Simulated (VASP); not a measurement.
# Au (I4/mmm) in VASP: further runs

Runs on Au. Level: r2SCAN. Tasks: single point.

Program: VASP 6.6.1. These are calculated values, not measurements. Logs are shortened: lines on timing, memory, paths and dates and some standing lists are left out, and cuts for length are marked.

### Step 1. The cell of the first run

It takes space group I4/mmm (No. 139, tetragonal). The conventional cell has a = 3.037 Å, b = 3.037 Å, c = 3.886 Å, α = 90.00°, β = 90.00°, γ = 90.00°. Within 3.9 Å of Au (site symmetry 4/mmm) lie 14 Au at 2.90 to 3.89 Å.

### Step 2. Single point, r2SCAN (strain +0.050 along x and y, -0.050 along z)

File POSCAR:

```
Au
1.0
    0.0000000000      2.1477750000      1.9432250000
    2.1477750000      0.0000000000      1.9432250000
    2.1477750000      2.1477750000      0.0000000000
Au
1
Direct
    0.0000000000      0.0000000000      0.0000000000
```

File INCAR.step1:

```
SYSTEM = Au
PREC = Accurate
ENCUT = 520
ISMEAR = 0
SIGMA = 0.15
LREAL = .FALSE.
LASPH = .TRUE.
NELM = 100
NBANDS = 12
GGA = PE
ALGO = Normal
EDIFF = 1E-4
LWAVE = .TRUE.
LCHARG = .FALSE.
```

File INCAR.step2:

```
SYSTEM = Au
PREC = Accurate
ENCUT = 520
EDIFF = 1E-6
ISMEAR = 0
SIGMA = 0.15
LREAL = .FALSE.
LASPH = .TRUE.
NELM = 100
ALGO = Normal
ISIF = 2
LWAVE = .FALSE.
LCHARG = .FALSE.
METAGGA = R2SCAN
LMIXTAU = .TRUE.
NBANDS = 12
ISTART = 1
```

File KPOINTS:

```
regular mesh
0
G
  20 20 20
  0 0 0
```

Potentials or basis: VASP PAW PBE potentials, release 64 (Au).

Command:

```
cat potpaw_PBE.64/Au/POTCAR > POTCAR
cp INCAR.step1 INCAR
mpirun -np 1 vasp_std > vasp.out
cp INCAR.step2 INCAR
mpirun -np 1 vasp_std > vasp.out
```

OUTCAR:

```text
SYSTEM = Au
   PREC = Accurate
   ENCUT = 520
   EDIFF = 1E-6
   ISMEAR = 0
   LREAL = .FALSE.
   LASPH = .TRUE.
   NELM = 100
   ISIF = 2
   METAGGA = R2SCAN
   ISTART = 1

 ion  position               nearest neighbor table
   1  0.000  0.000  0.000-

  LATTYP: Found a body centered tetragonal cell.
 ALAT       =     3.0374125339
 C/A-ratio  =     1.2795265564

  Lattice vectors:

 A1 = (   0.0000000000,  -2.1477750000,  -1.9432250000)
 A2 = (   0.0000000000,   2.1477750000,  -1.9432250000)
 A3 = (   2.1477750000,   0.0000000000,   1.9432250000)

Analysis of symmetry for initial positions (statically):
=====================================================================
 Subroutine PRICEL returns:
 Original cell was already a primitive cell.

 Routine SETGRP: Setting up the symmetry group for a
 body centered tetragonal supercell.

 Subroutine GETGRP returns: Found 16 space group operations
 (whereof 16 operations were pure point group operations)
 out of a pool of 16 trial point group operations.

The static configuration has the point symmetry D_4h.

Analysis of symmetry for dynamics (positions and initial velocities):
=====================================================================
 Subroutine PRICEL returns:
 Original cell was already a primitive cell.

 Routine SETGRP: Setting up the symmetry group for a
 body centered tetragonal supercell.

 Subroutine GETGRP returns: Found 16 space group operations
 (whereof 16 operations were pure point group operations)
 out of a pool of 16 trial point group operations.

The dynamic configuration has the point symmetry D_4h.

 Subroutine INISYM returns: Found 16 space group operations
 (whereof 16 operations are pure point group operations),
 and found     1 'primitive' translations

----------------------------------------------------------------------------------------

                                     Primitive cell

  volume of cell :      17.9280

  direct lattice vectors                    reciprocal lattice vectors
     0.000000000  2.147775000  1.943225000    -0.232799059  0.232799059  0.257304224
     2.147775000  0.000000000  1.943225000     0.232799059 -0.232799059  0.257304224
     2.147775000  2.147775000  0.000000000     0.232799059  0.232799059 -0.257304224

  length of vectors
     2.896387552  2.896387552  3.037412534     0.417847182  0.417847182  0.417847182

  position of ions in fractional coordinates (direct lattice)
     0.000000000  0.000000000  0.000000000
[... 78 lines left out ...]
   EDIFFG = 0.1E-04   stopping-criterion for IOM
   NSW    =      0    number of steps for IOM
   IBRION =     -1    ionic relax: 0-MD 1-quasi-New 2-CG
   NFREE  =      0    steps in history (QN), initial steepest desc. (CG)
   ISIF   =      2    stress and relaxation
   ISYM   =      2    0-nonsym 1-usesym 2-fastsym
   POTIM  = 0.5000    time-step for ionic-motion
   TEBEG  =    0.0;   TEEND  =   0.0 temperature during run
   PSTRESS=    0.0 pullay stress
   NELECT =      11.0000    total number of electrons
   NUPDOWN=      -1.0000    fix difference up-down
   EMIN   =  10.00;   EMAX   =-10.00  energy-range for DOS
   EFERMI =   0.00;   METHOD = LEGACY
   ISMEAR =     0;   SIGMA  =   0.15  broadening in eV -4-tet -1-fermi 0-gaus
   EFERMI_NEDOS =   21; number of points for ismear=-14 and -15
   IALGO  =     38    algorithm
   IMIX   =      4    mixing-type and parameters
     AMIX     =   0.40;   BMIX     =  1.00
     AMIX_MAG =   1.60;   BMIX_MAG =  1.00
  volume/ion in A,a.u.               =      17.93       120.98
  Fermi-wavevector in a.u.,A,eV,Ry     =   1.391112  2.628821 26.329903  1.935193
  Thomas-Fermi vector in A             =   2.514983
   LORBIT       =      0    0 simple, 1 ext, 2 COOP (PROOUT), +10 PAW based schemes
   METAGGA = R2SCAN    functional components
   LHFCALC =     F    Hartree Fock is set to
   AEXX    =    0.0000 exact exchange contribution
   IVDW    =     0    specifies the selected vdW correction
   LEPSILON=     F    determine dielectric tensor
   LRPA    =     F    only Hartree local field effects (RPA)
 non-spin polarized calculation
 Gauss-broadening in eV      SIGMA  =   0.15
  energy-cutoff  :      520.00
  volume of cell :       17.93
 maximum number of plane-waves:       499
 NGX is ok and might be reduce to    24
   NGX = 11   NGY = 11   NGZ = 11

 number of electron      11.0000002 magnetization

 Free energy of the ion-electron system (eV)
  ---------------------------------------------------
  ext. energy  EPLUGINS =         0.00000000
  ---------------------------------------------------
  free energy    TOTEN  =       -50.58735204 eV

  energy without entropy =      -50.58368340  energy(sigma->0) =      -50.58551772

 E-fermi :   8.5224     XC(G=0): -13.2695

 val. band max:        8.5216069582   @ k =   0.4500   0.0000   0.4500
 cond. band min:       8.5247277799   @ k =   0.5000   0.0500   0.1500
 fundamental gap:      0.0031208217
 Fermi energy:         8.5224282569

 k-point     1 :       0.0000    0.0000    0.0000
  band No.  band energies     occupation
      1      -1.0353      2.00000
      2       3.6038      2.00000
      3       3.6038      2.00000
      4       4.3731      2.00000
      5       4.7648      2.00000
      6       5.5883      2.00000
      7      24.0454      0.00000
      8      27.1800      0.00000
      9      27.1801      0.00000
     10      28.7273      0.00000
     11      32.9205      0.00000
     12      35.6007      0.00000
[... 331 lines left out ...]
 k-point    24 :      -0.3500    0.0500    0.0000
  band No.  band energies     occupation
      1       1.4168      2.00000
      2       3.5748      2.00000
      3       4.2517      2.00000
      4       5.0767      2.00000
      5       5.9345      2.00000
      6       6.2362      2.00000
      7      15.4069      0.00000
      8      23.7841      0.00000
      9      26.5898      0.00000
     10      27.1543      0.00000
     11      31.9273      0.00000
     12      31.9704      0.00000

 [... further k-points ...]
[... 5 lines left out ...]
  --------------------------------------------------------------------------------------
  -------------------------------------------------------------------------------------
  Total       -0.3513126     -0.3513126     -0.2026033      0.0000000      0.0000000      0.0000000
  in kB      -31.3959484    -31.3959484    -18.1061655      0.0000000      0.0000000      0.0000000
  external PRESSURE =     -26.9660208 kB  Pullay stress =       0.0000000 kB

 VOLUME and BASIS-vectors are now :
 -----------------------------------------------------------------------------
  energy-cutoff  :      520.00
  volume of cell :       17.93
      direct lattice vectors                 reciprocal lattice vectors
     0.000000000  2.147775000  1.943225000    -0.232799059  0.232799059  0.257304224
     2.147775000  0.000000000  1.943225000     0.232799059 -0.232799059  0.257304224
     2.147775000  2.147775000  0.000000000     0.232799059  0.232799059 -0.257304224

 POSITION                                       TOTAL-FORCE (eV/Angst)
 -----------------------------------------------------------------------------------
      0.00000      0.00000      0.00000         0.000000      0.000000      0.000000
 -----------------------------------------------------------------------------------
    total drift:                                0.000000     -0.000000     -0.000000

  FREE ENERGIE OF THE ION-ELECTRON SYSTEM (eV)
  ---------------------------------------------------
  free  energy   TOTEN  =       -50.5873520409 eV

  energy  without entropy=      -50.5836833958  energy(sigma->0) =      -50.58551772
```

OUTCAR.step1:

```text
SYSTEM = Au
   PREC = Accurate
   ENCUT = 520
   ISMEAR = 0
   LREAL = .FALSE.
   LASPH = .TRUE.
   NELM = 100
[... 578 lines left out ...]
 -----------------------------------------------------------------------------------
      0.00000      0.00000      0.00000         0.000000      0.000000     -0.000000
 -----------------------------------------------------------------------------------
    total drift:                               -0.000000      0.000000     -0.000000

  FREE ENERGIE OF THE ION-ELECTRON SYSTEM (eV)
  ---------------------------------------------------
  free  energy   TOTEN  =        -3.2155848177 eV

  energy  without entropy=       -3.2115466633  energy(sigma->0) =       -3.21356574
```

Wall time 2.3 min (1 thread of Intel Xeon 6975P-C (Granite Rapids), shared host); peak memory 0.25 GiB.

What came out:

```
Free energy            : -50.5874 eV
Pressure               : -2.7 GPa
Band gap on the k mesh : zero (an odd number of electrons rules out a gap without spin polarisation)
```

Levels at points of the mesh, in eV from the Fermi level:
```csv
k point,band 4,band 5,band 6,band 7,band 8,band 9
"(0.00, 0.00, 0.00)",-4.15,-3.76,-2.93,15.52,18.66,18.66
"(0.50, 0.00, 0.00)",-2.39,-1.94,-0.55,2.93,14.46,16.39
"(0.50, 0.50, 0.00)",-1.81,-1.81,2.54,7.13,9.18,9.18
"(0.50, 0.00, 0.50)",-2.19,-1.60,0.80,4.86,10.98,11.11
```

Caveat: the cell differs from its parent crystal (strain +0.050 along x and y, -0.050 along z); the PAW data sets were made with another functional, which shifts forces and pressure a little; spin-orbit coupling is left out, which moves the levels of the heavy elements.

### Step 3. Single point, r2SCAN (strain +0.050 along x and y, -0.025 along z)

File POSCAR:

```
Au
1.0
    0.0000000000      2.1477750000      1.9943625000
    2.1477750000      0.0000000000      1.9943625000
    2.1477750000      2.1477750000      0.0000000000
Au
1
Direct
    0.0000000000      0.0000000000      0.0000000000
```

File INCAR.step1:

```
  PREC = Accurate
  ENCUT = 520
  ISMEAR = 0
  SIGMA = 0.15
  LREAL = False
  LASPH = True
  NELM = 60
  NBANDS = 12
  GGA = PE
  ALGO = Normal
  EDIFF = 1E-4
  LWAVE = True
  LCHARG = False
```

File INCAR.step2:

```
  PREC = Accurate
  ENCUT = 520
  EDIFF = 1E-7
  ISMEAR = 0
  SIGMA = 0.15
  LREAL = False
  LASPH = True
  NELM = 60
  ALGO = Normal
  ISIF = 2
  LWAVE = False
  LCHARG = False
  METAGGA = R2SCAN
  LMIXTAU = True
  NBANDS = 12
  ISTART = 1
```

File KPOINTS:

```
regular mesh
0
Gamma
  20 20 20
```

Potentials or basis: VASP PAW PBE potentials, release 64 (Au).

Command:

```
cat potpaw_PBE.64/Au/POTCAR > POTCAR
cp INCAR.step1 INCAR
mpirun -np 1 vasp_std > vasp.out
cp INCAR.step2 INCAR
mpirun -np 1 vasp_std > vasp.out
```

OUTCAR:

```text
PREC = Accurate
   ENCUT = 520
   EDIFF = 1E-7
   ISMEAR = 0
   LREAL = False
   LASPH = True
   NELM = 60
   ISIF = 2
   METAGGA = R2SCAN
   ISTART = 1

 ion  position               nearest neighbor table
   1  0.000  0.000  0.000-

  LATTYP: Found a body centered tetragonal cell.
 ALAT       =     3.0374125339
 C/A-ratio  =     1.3131983079

  Lattice vectors:

 A1 = (   0.0000000000,  -2.1477750000,  -1.9943625000)
 A2 = (   0.0000000000,   2.1477750000,  -1.9943625000)
 A3 = (   2.1477750000,   0.0000000000,   1.9943625000)

Analysis of symmetry for initial positions (statically):
=====================================================================
 Subroutine PRICEL returns:
 Original cell was already a primitive cell.

 Routine SETGRP: Setting up the symmetry group for a
 body centered tetragonal supercell.

 Subroutine GETGRP returns: Found 16 space group operations
 (whereof 16 operations were pure point group operations)
 out of a pool of 16 trial point group operations.

The static configuration has the point symmetry D_4h.

Analysis of symmetry for dynamics (positions and initial velocities):
=====================================================================
 Subroutine PRICEL returns:
 Original cell was already a primitive cell.

 Routine SETGRP: Setting up the symmetry group for a
 body centered tetragonal supercell.

 Subroutine GETGRP returns: Found 16 space group operations
 (whereof 16 operations were pure point group operations)
 out of a pool of 16 trial point group operations.

The dynamic configuration has the point symmetry D_4h.

 Subroutine INISYM returns: Found 16 space group operations
 (whereof 16 operations are pure point group operations),
 and found     1 'primitive' translations

----------------------------------------------------------------------------------------

                                     Primitive cell
[... 110 lines left out ...]
  volume/ion in A,a.u.               =      18.40       124.17
  Fermi-wavevector in a.u.,A,eV,Ry     =   1.379119  2.606158 25.877874  1.901970
  Thomas-Fermi vector in A             =   2.504118
   LORBIT       =      0    0 simple, 1 ext, 2 COOP (PROOUT), +10 PAW based schemes
   METAGGA = R2SCAN    functional components
   LHFCALC =     F    Hartree Fock is set to
   AEXX    =    0.0000 exact exchange contribution
   IVDW    =     0    specifies the selected vdW correction
   LEPSILON=     F    determine dielectric tensor
   LRPA    =     F    only Hartree local field effects (RPA)
 non-spin polarized calculation
 Gauss-broadening in eV      SIGMA  =   0.15
  energy-cutoff  :      520.00
  volume of cell :       18.40
 maximum number of plane-waves:       515
 NGX is ok and might be reduce to    24
   NGX = 11   NGY = 11   NGZ = 11

 number of electron      11.0000001 magnetization

 Free energy of the ion-electron system (eV)
  ---------------------------------------------------
  ext. energy  EPLUGINS =         0.00000000
  ---------------------------------------------------
  free energy    TOTEN  =       -50.57699758 eV

  energy without entropy =      -50.57374155  energy(sigma->0) =      -50.57536957

 E-fermi :   8.1077     XC(G=0): -13.0887

 val. band max:        8.1024832355   @ k =   0.5000   0.1000   0.2500
 cond. band min:       8.1115769194   @ k =   0.5000   0.0500   0.1500
 fundamental gap:      0.0090936839
 Fermi energy:         8.1077086827

 k-point     1 :       0.0000    0.0000    0.0000
  band No.  band energies     occupation
      1      -1.1675      2.00000
      2       3.3872      2.00000
      3       3.3872      2.00000
      4       3.9486      2.00000
      5       4.5671      2.00000
      6       5.1672      2.00000
      7      23.5846      0.00000
      8      26.7873      0.00000
      9      26.7873      0.00000
     10      27.8114      0.00000
     11      32.2043      0.00000
     12      35.0203      0.00000
[... 331 lines left out ...]
 k-point    24 :      -0.3500    0.0500    0.0000
  band No.  band energies     occupation
      1       1.2357      2.00000
      2       3.4061      2.00000
      3       3.8801      2.00000
      4       4.7883      2.00000
      5       5.5511      2.00000
      6       5.9200      2.00000
      7      14.7885      0.00000
      8      23.4599      0.00000
      9      26.1137      0.00000
     10      26.1665      0.00000
     11      31.3342      0.00000
     12      31.4998      0.00000

 [... further k-points ...]
[... 5 lines left out ...]
  --------------------------------------------------------------------------------------
  -------------------------------------------------------------------------------------
  Total       -0.7456631     -0.7456631     -0.6077477      0.0000000      0.0000000     -0.0000000
  in kB      -64.9294236    -64.9294236    -52.9202964      0.0000000      0.0000000     -0.0000000
  external PRESSURE =     -60.9263812 kB  Pullay stress =       0.0000000 kB

 VOLUME and BASIS-vectors are now :
 -----------------------------------------------------------------------------
  energy-cutoff  :      520.00
  volume of cell :       18.40
      direct lattice vectors                 reciprocal lattice vectors
     0.000000000  2.147775000  1.994362500    -0.232799059  0.232799059  0.250706679
     2.147775000  0.000000000  1.994362500     0.232799059 -0.232799059  0.250706679
     2.147775000  2.147775000  0.000000000     0.232799059  0.232799059 -0.250706679

 POSITION                                       TOTAL-FORCE (eV/Angst)
 -----------------------------------------------------------------------------------
      0.00000      0.00000      0.00000        -0.000000     -0.000000      0.000000
 -----------------------------------------------------------------------------------
    total drift:                               -0.000000      0.000000     -0.000000

  FREE ENERGIE OF THE ION-ELECTRON SYSTEM (eV)
  ---------------------------------------------------
  free  energy   TOTEN  =       -50.5769975839 eV

  energy  without entropy=      -50.5737415514  energy(sigma->0) =      -50.57536957
```

Wall time 2.4 min (1 thread of Intel Xeon 6975P-C (Granite Rapids), shared host); peak memory 0.26 GiB.

What came out:

| Property | Result |
| --- | --- |
| Free energy | -50.5770 eV |
| Pressure | -6.1 GPa |
| Band gap on the k mesh | zero (an odd number of electrons rules out a gap without spin polarisation) |

Levels at points of the mesh, in eV from the Fermi level:
```csv
k point,band 4,band 5,band 6,band 7,band 8,band 9
"(0.00, 0.00, 0.00)",-4.16,-3.54,-2.94,15.48,18.68,18.68
"(0.50, 0.00, 0.00)",-2.28,-1.97,-0.43,2.79,14.60,16.46
"(0.50, 0.50, 0.00)",-1.80,-1.80,2.27,6.51,9.42,9.42
"(0.50, 0.00, 0.50)",-2.08,-1.64,1.03,4.85,10.74,10.80
```

Caveat: the cell differs from its parent crystal (strain +0.050 along x and y, -0.025 along z); the cell stands under tension; the PAW data sets were made with another functional, which shifts forces and pressure a little; spin-orbit coupling is left out, which moves the levels of the heavy elements.

(Continued in part 2 of 2.)
